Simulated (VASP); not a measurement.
# Be (I4/mmm) in VASP: a series of runs

Be is run at these levels: PBE; tasks: single point.

Everything below comes from runs of VASP 6.6.1. Logs are shortened: lines on timing, memory, paths and dates and some standing lists are left out, and cuts for length are marked.

## (1) The cell of the first run

The typed cell holds 1 atom: a = 2.304 Å, b = 2.304 Å, c = 2.304 Å, α = 119.98°, β = 119.98°, γ = 90.04°.

## (2) Single point, PBE (volume scaled by 1.10, then relaxed in part)

Input file INCAR:

```
SYSTEM = Be
PREC     = Accurate       ! precision mode
ENCUT    = 520            ! plane-wave cutoff, eV
EDIFF    = 1E-6           ! SCF threshold, eV
ISMEAR   = 0              ! smearing method
SIGMA    = 0.1            ! smearing width, eV
LREAL    = .FALSE.        ! projectors in reciprocal space
LASPH    = .TRUE.         ! aspherical terms in the spheres
NELM     = 80             ! most SCF steps
ALGO     = Fast           ! electronic algorithm
ISIF     = 2              ! what is computed and relaxed
LWAVE    = .FALSE.        ! write WAVECAR
LCHARG   = .FALSE.        ! write CHGCAR
GGA      = PE             ! functional
NBANDS   = 7              ! bands
```

Input file KPOINTS:

```
regular mesh
0
G
  34 34 34
  0 0 0
```

Input file POSCAR:

```
Be
1.0
   -1.1525976382      1.1525976382      1.6289687505
    1.1525976382     -1.1525976382      1.6289687505
    1.1525976382      1.1525976382     -1.6289687505
Be
1
Direct
    0.5000000000      0.5000000000      0.0000000000
```

Potentials or basis: VASP PAW PBE potentials, release 64 (Be).

On the command line:

```
$ cat potpaw_PBE.64/Be/POTCAR > POTCAR
$ mpirun -np 1 vasp_std > vasp.out
```

OUTCAR:

```text
SYSTEM = Be
   PREC = Accurate
   ENCUT = 520
   EDIFF = 1E-6
   ISMEAR = 0
   LREAL = .FALSE.
   LASPH = .TRUE.
   NELM = 80
   ISIF = 2
   GGA = PE

 ion  position               nearest neighbor table
   1  0.500  0.500  0.000-

  LATTYP: Found a body centered tetragonal cell.
 ALAT       =     2.3051952764
 C/A-ratio  =     1.4133021763

  Lattice vectors:

 A1 = (  -1.1525976382,   1.1525976382,   1.6289687505)
 A2 = (   1.1525976382,  -1.1525976382,   1.6289687505)
 A3 = (   1.1525976382,   1.1525976382,  -1.6289687505)

Analysis of symmetry for initial positions (statically):
=====================================================================
 Subroutine PRICEL returns:
 Original cell was already a primitive cell.

 Routine SETGRP: Setting up the symmetry group for a
 body centered tetragonal supercell.

 Subroutine GETGRP returns: Found 16 space group operations
 (whereof 16 operations were pure point group operations)
 out of a pool of 16 trial point group operations.

The static configuration has the point symmetry D_4h.

Analysis of symmetry for dynamics (positions and initial velocities):
=====================================================================
 Subroutine PRICEL returns:
 Original cell was already a primitive cell.

 Routine SETGRP: Setting up the symmetry group for a
 body centered tetragonal supercell.

 Subroutine GETGRP returns: Found 16 space group operations
 (whereof 16 operations were pure point group operations)
 out of a pool of 16 trial point group operations.

The dynamic configuration has the point symmetry D_4h.

 Subroutine INISYM returns: Found 16 space group operations
 (whereof 16 operations are pure point group operations),
 and found     1 'primitive' translations

----------------------------------------------------------------------------------------

                                     Primitive cell

  volume of cell :       8.6562

  direct lattice vectors                    reciprocal lattice vectors
    -1.152597638  1.152597638  1.628968750     0.000000000  0.433802728  0.306942659
     1.152597638 -1.152597638  1.628968750     0.433802728  0.000000000  0.306942659
     1.152597638  1.152597638 -1.628968750     0.433802728  0.433802728  0.000000000

  length of vectors
     2.304452608  2.304452608  2.304452608     0.531411896  0.531411896  0.613489702

  position of ions in fractional coordinates (direct lattice)
     0.500000000  0.500000000  0.000000000

  ion indices of the primitive-cell ions
   primitive index   ion index
                 1           1

----------------------------------------------------------------------------------------

 KPOINTS: regular mesh

Automatic generation of k-mesh.
 Grid dimensions read from file:
 generate k-points for:   34   34   34

 Generating k-lattice:

  Cartesian coordinates                     Fractional coordinates (reciprocal lattice)
     0.000000000  0.012758904  0.009027725     0.029411765 -0.000000000  0.000000000
     0.012758904  0.000000000  0.009027725    -0.000000000  0.029411765  0.000000000
     0.012758904  0.012758904  0.000000000     0.000000000  0.000000000  0.029411765

  Length of vectors
     0.015629762  0.015629762  0.018043815

  Shift w.r.t. Gamma in fractional coordinates (k-lattice)
     0.000000000  0.000000000  0.000000000

 Subroutine IBZKPT returns following result:
 ===========================================

 Found   2844 irreducible k-points:

 Following reciprocal coordinates:
            Coordinates               Weight
  0.000000  0.000000  0.000000      1.000000
  0.029412  0.000000 -0.000000      8.000000
  0.058824  0.000000 -0.000000      8.000000
  0.088235  0.000000  0.000000      8.000000
  0.117647  0.000000  0.000000      8.000000
  0.147059  0.000000 -0.000000      8.000000
[... 16 lines left out ...]
  0.147059  0.029412  0.000000     16.000000
  0.176471  0.029412  0.000000     16.000000
 [... further k-points ...]
   k-points           NKPTS =   2844   k-points in BZ     NKDIM =   2844   number of bands    NBANDS=      7
   number of dos      NEDOS =    301   number of ions     NIONS =      1
   total plane-waves  NPLWV =   5832
   dimension x,y,z NGX =    18 NGY =   18 NGZ =   18
   dimension x,y,z NGXF=    36 NGYF=   36 NGZF=   36
   ions per type =               1
   NGX,Y,Z   is equivalent  to a cutoff of  12.99, 12.99, 12.99 a.u.
   NGXF,Y,Z  is equivalent  to a cutoff of  25.97, 25.97, 25.97 a.u.
 SYSTEM =  Be
   PREC   = accura    normal or accurate (medium, high low for compatibility)
   ISTART =      0    job   : 0-new  1-cont  2-samecut
   ICHARG =      2    charge: 1-file 2-atom 10-const
   ISPIN  =      1    spin polarized calculation?
   LNONCOLLINEAR =      F non collinear calculations
   LSORBIT =      F    spin-orbit coupling
   LASPH  =      T    aspherical Exc in radial PAW
   ENCUT  =  520.0 eV  38.22 Ry    6.18 a.u.   4.28  4.28  4.28*2*pi/ulx,y,z
   NELM   =     80;   NELMIN=  2; NELMDL= -5     # of ELM steps
   EDIFF  = 0.1E-05   stopping-criterion for ELM
   LREAL  =      F    real-space projection
   EDIFFG = 0.1E-04   stopping-criterion for IOM
   NSW    =      0    number of steps for IOM
   IBRION =     -1    ionic relax: 0-MD 1-quasi-New 2-CG
   NFREE  =      0    steps in history (QN), initial steepest desc. (CG)
   ISIF   =      2    stress and relaxation
   ISYM   =      2    0-nonsym 1-usesym 2-fastsym
   POTIM  = 0.5000    time-step for ionic-motion
   TEBEG  =    0.0;   TEEND  =   0.0 temperature during run
   PSTRESS=    0.0 pullay stress
   NELECT =       2.0000    total number of electrons
   NUPDOWN=      -1.0000    fix difference up-down
   EMIN   =  10.00;   EMAX   =-10.00  energy-range for DOS
   EFERMI =   0.00;   METHOD = LEGACY
   ISMEAR =     0;   SIGMA  =   0.10  broadening in eV -4-tet -1-fermi 0-gaus
   EFERMI_NEDOS =   21; number of points for ismear=-14 and -15
   IALGO  =     68    algorithm
   IMIX   =      4    mixing-type and parameters
     AMIX     =   0.40;   BMIX     =  1.00
     AMIX_MAG =   1.60;   BMIX_MAG =  1.00
  volume/ion in A,a.u.               =       8.66        58.42
  Fermi-wavevector in a.u.,A,eV,Ry     =   1.004559  1.898341 13.730166  1.009139
  Thomas-Fermi vector in A             =   2.137183
   LORBIT       =      0    0 simple, 1 ext, 2 COOP (PROOUT), +10 PAW based schemes
   GGA     = PE    functional components
   LHFCALC =     F    Hartree Fock is set to
   AEXX    =    0.0000 exact exchange contribution
   IVDW    =     0    specifies the selected vdW correction
   LEPSILON=     F    determine dielectric tensor
   LRPA    =     F    only Hartree local field effects (RPA)
 non-spin polarized calculation
 RMM-DIIS sequential band-by-band and
 Gauss-broadening in eV      SIGMA  =   0.10
  energy-cutoff  :      520.00
  volume of cell :        8.66
 maximum number of plane-waves:       259
 NGX is ok and might be reduce to    18
   NGX =  9   NGY =  9   NGZ =  9

 number of electron       2.0000000 magnetization

 Free energy of the ion-electron system (eV)
  ---------------------------------------------------
  ext. energy  EPLUGINS =         0.00000000
  ---------------------------------------------------
  free energy    TOTEN  =        -3.66162067 eV

  energy without entropy =       -3.66079687  energy(sigma->0) =       -3.66120877

 E-fermi :   6.6916     XC(G=0): -10.3162

 val. band max:        6.6915335534   @ k =  -0.1176   0.4706   0.0882
 cond. band min:       6.7073599958   @ k =  -0.4412   0.4706   0.2353
 fundamental gap:      0.0158264423
 Fermi energy:         6.6915613746

 k-point     1 :       0.0000    0.0000    0.0000
  band No.  band energies     occupation
      1      -4.5548      2.00000
      2      24.7770      0.00000
      3      24.7777      0.00000
      4      24.7777      0.00000
      5      34.2027      0.00000
      6      34.2027      0.00000
      7      34.2084      0.00000

 k-point     2 :       0.0294    0.0000   -0.0000
  band No.  band energies     occupation
      1      -4.5272      2.00000
      2      24.5651      0.00000
      3      24.7318      0.00000
      4      24.7320      0.00000
      5      33.7222      0.00000
      6      34.2918      0.00000
      7      34.2955      0.00000

 k-point     3 :       0.0588    0.0000   -0.0000
  band No.  band energies     occupation
      1      -4.4441      2.00000
      2      23.9459      0.00000
      3      24.6017      0.00000
      4      24.6022      0.00000
      5      33.0463      0.00000
      6      34.5462      0.00000
      7      34.5497      0.00000

 k-point     4 :       0.0882    0.0000    0.0000
  band No.  band energies     occupation
      1      -4.3058      2.00000
      2      22.9808      0.00000
      3      24.4040      0.00000
      4      24.4056      0.00000
      5      32.6076      0.00000
      6      34.9266      0.00000
      7      34.9303      0.00000

 k-point     5 :       0.1176    0.0000    0.0000
  band No.  band energies     occupation
      1      -4.1121      2.00000
      2      21.7654      0.00000
      3      24.1608      0.00000
      4      24.1639      0.00000
      5      32.4295      0.00000
      6      35.3608      0.00000
      7      35.3656      0.00000
[... 161 lines left out ...]
 k-point    22 :       0.1176    0.0294   -0.0000
  band No.  band energies     occupation
      1      -4.0105      2.00000
      2      21.3181      0.00000
      3      23.5049      0.00000
      4      24.4716      0.00000
      5      32.2493      0.00000
      6      35.1773      0.00000
      7      36.1018      0.00000

 k-point    23 :       0.1471    0.0294    0.0000
  band No.  band energies     occupation
      1      -3.7432      2.00000
      2      19.9217      0.00000
      3      23.1978      0.00000
      4      24.2499      0.00000
      5      32.3583      0.00000
      6      35.4622      0.00000
      7      36.2979      0.00000

 k-point    24 :       0.1765    0.0294    0.0000
  band No.  band energies     occupation
      1      -3.4209      2.00000
      2      18.4650      0.00000
      3      22.9074      0.00000
      4      24.0039      0.00000
      5      32.5930      0.00000
      6      35.4551      0.00000
      7      36.0953      0.00000

 [... further k-points ...]

------------------------ aborting loop because EDIFF is reached ----------------------------------------

  FORCE on cell =-STRESS in cart. coord.  units (eV):
  Direction    XX          YY          ZZ          XY          YZ          ZX
  --------------------------------------------------------------------------------------
  -------------------------------------------------------------------------------------
  Total       -0.5104455     -0.5104455     -0.5063901      0.0000000     -0.0000000      0.0000000
  in kB      -94.4782299    -94.4782299    -93.7276185      0.0000000     -0.0000000      0.0000000
  external PRESSURE =     -94.2280261 kB  Pullay stress =       0.0000000 kB

 VOLUME and BASIS-vectors are now :
 -----------------------------------------------------------------------------
  energy-cutoff  :      520.00
  volume of cell :        8.66
      direct lattice vectors                 reciprocal lattice vectors
    -1.152597638  1.152597638  1.628968750     0.000000000  0.433802728  0.306942659
     1.152597638 -1.152597638  1.628968750     0.433802728  0.000000000  0.306942659
     1.152597638  1.152597638 -1.628968750     0.433802728  0.433802728  0.000000000

 POSITION                                       TOTAL-FORCE (eV/Angst)
 -----------------------------------------------------------------------------------
      0.00000      0.00000      1.62897        -0.000000     -0.000000     -0.000000
 -----------------------------------------------------------------------------------
    total drift:                               -0.000000     -0.000000     -0.000000

  FREE ENERGIE OF THE ION-ELECTRON SYSTEM (eV)
  ---------------------------------------------------
  free  energy   TOTEN  =        -3.6616206727 eV

  energy  without entropy=       -3.6607968694  energy(sigma->0) =       -3.66120877
```

Run time: 59 s. Hardware: 1 thread of Intel Xeon 6975P-C (Granite Rapids), shared host; peak memory 0.27 GiB.

Results:

```
Free energy            : -3.6616 eV
Pressure               : -9.4 GPa
Band gap on the k mesh : zero (band 1 reaches 7.45 eV, above the bottom of band 2 at 6.53 eV)
```

Levels at points of the mesh, in eV from the Fermi level:
```
           k point  band 1  band 2  band 3  band 4  band 5
(0.00, 0.00, 0.00)  -11.25   18.09   18.09   18.09   27.51
(0.50, 0.00, 0.00)   -4.82   -0.16   15.37   15.39   24.84
(0.50, 0.50, 0.00)   -2.40    3.56    8.96    8.96   14.47
(0.50, 0.50, 0.50)   -2.38    3.57    8.94    8.94   14.45
```

## (3) Single point, PBE (volume scaled by 0.88, then relaxed in part)

Input file INCAR:

```
SYSTEM = Be
ALGO = Fast ; EDIFF = 1E-7
ENCUT = 520 ; GGA = PE
ISIF = 2 ; ISMEAR = 0
LASPH = .True. ; LCHARG = .False.
LREAL = .False. ; LWAVE = .False.
NBANDS = 7 ; NELM = 60
PREC = Accurate ; SIGMA = 0.1
```

Input file KPOINTS:

```
k-points
0
Gamma
  34 34 34
  0 0 0
```

Input file POSCAR:

```
Be
1.0
   -1.0699768654      1.0699768654      1.5122006325
    1.0699768654     -1.0699768654      1.5122006325
    1.0699768654      1.0699768654     -1.5122006325
Be
1
Direct
    0.5000000000      0.5000000000      0.0000000000
```

Potentials or basis: VASP PAW PBE potentials, release 64 (Be).

On the command line:

```
$ cat potpaw_PBE.64/Be/POTCAR > POTCAR
$ mpirun -np 1 vasp_std > vasp.out
```

OUTCAR:

```text
SYSTEM = Be
   EDIFF = 1E-7
   ENCUT = 520
   GGA = PE
   ISIF = 2
   ISMEAR = 0
   LASPH = .True.
   LREAL = .False.
   NELM = 60
   PREC = Accurate

 ion  position               nearest neighbor table
   1  0.500  0.500  0.000-

  LATTYP: Found a body centered tetragonal cell.
 ALAT       =     2.1399537308
 C/A-ratio  =     1.4133021763

  Lattice vectors:

 A1 = (  -1.0699768654,   1.0699768654,   1.5122006325)
 A2 = (   1.0699768654,  -1.0699768654,   1.5122006325)
 A3 = (   1.0699768654,   1.0699768654,  -1.5122006325)

Analysis of symmetry for initial positions (statically):
=====================================================================
 Subroutine PRICEL returns:
 Original cell was already a primitive cell.

 Routine SETGRP: Setting up the symmetry group for a
 body centered tetragonal supercell.

 Subroutine GETGRP returns: Found 16 space group operations
 (whereof 16 operations were pure point group operations)
 out of a pool of 16 trial point group operations.

The static configuration has the point symmetry D_4h.
[... 159 lines left out ...]

 E-fermi :   8.7456     XC(G=0): -11.0541

 val. band max:        8.7400470388   @ k =  -0.4706  -0.4706   0.2353
 cond. band min:       8.8301877542   @ k =  -0.4118   0.4118   0.3235
 fundamental gap:      0.0901407154
 Fermi energy:         8.7456436213

 k-point     1 :       0.0000    0.0000    0.0000
  band No.  band energies     occupation
      1      -3.9288      2.00000
      2      30.2464      0.00000
      3      30.2474      0.00000
      4      30.2474      0.00000
      5      40.2744      0.00000
      6      40.2744      0.00000
      7      40.2806      0.00000
[... 221 lines left out ...]
 k-point    24 :       0.1765    0.0294    0.0000
  band No.  band energies     occupation
      1      -2.7005      2.00000
      2      22.5681      0.00000
      3      27.9158      0.00000
      4      29.2888      0.00000
      5      38.7454      0.00000
      6      41.8058      0.00000
      7      42.6712      0.00000

 [... further k-points ...]

------------------------ aborting loop because EDIFF is reached ----------------------------------------

  FORCE on cell =-STRESS in cart. coord.  units (eV):
  Direction    XX          YY          ZZ          XY          YZ          ZX
  --------------------------------------------------------------------------------------
  -------------------------------------------------------------------------------------
  Total        0.8410148      0.8410148      0.8443041      0.0000000      0.0000000      0.0000000
  in kB      194.5790273    194.5790273    195.3400498      0.0000000      0.0000000      0.0000000
  external PRESSURE =     194.8327015 kB  Pullay stress =       0.0000000 kB

 VOLUME and BASIS-vectors are now :
 -----------------------------------------------------------------------------
  energy-cutoff  :      520.00
  volume of cell :        6.92
      direct lattice vectors                 reciprocal lattice vectors
    -1.069976865  1.069976865  1.512200632     0.000000000  0.467299823  0.330643956
     1.069976865 -1.069976865  1.512200632     0.467299823  0.000000000  0.330643956
     1.069976865  1.069976865 -1.512200632     0.467299823  0.467299823  0.000000000

 POSITION                                       TOTAL-FORCE (eV/Angst)
 -----------------------------------------------------------------------------------
      0.00000      0.00000      1.51220         0.000000      0.000000     -0.000000
 -----------------------------------------------------------------------------------
    total drift:                                0.000000      0.000000     -0.000000

  FREE ENERGIE OF THE ION-ELECTRON SYSTEM (eV)
  ---------------------------------------------------
  free  energy   TOTEN  =        -3.6335886176 eV

  energy  without entropy=       -3.6332713088  energy(sigma->0) =       -3.63342996
```

stdout:

```text
POSCAR found type information on POSCAR Be
 POSCAR found :  1 types and       1 ions
 scaLAPACK will be used
 LDA part: xc-table for (Slater+PW92), standard interpolation
 POSCAR, INCAR and KPOINTS ok, starting setup
 FFT: planning ... GRIDC
 FFT: planning ... GRID_SOFT
 FFT: planning ... GRID
 WAVECAR not read
 entering main loop
```

It took 29 s on 1 thread of Intel Xeon 6975P-C (Granite Rapids), shared host; peak memory 0.23 GiB.

What came out:

```
Free energy            : -3.6336 eV
Pressure               : 19.5 GPa
Band gap on the k mesh : zero (band 1 reaches 9.42 eV, above the bottom of band 2 at 8.50 eV)
```
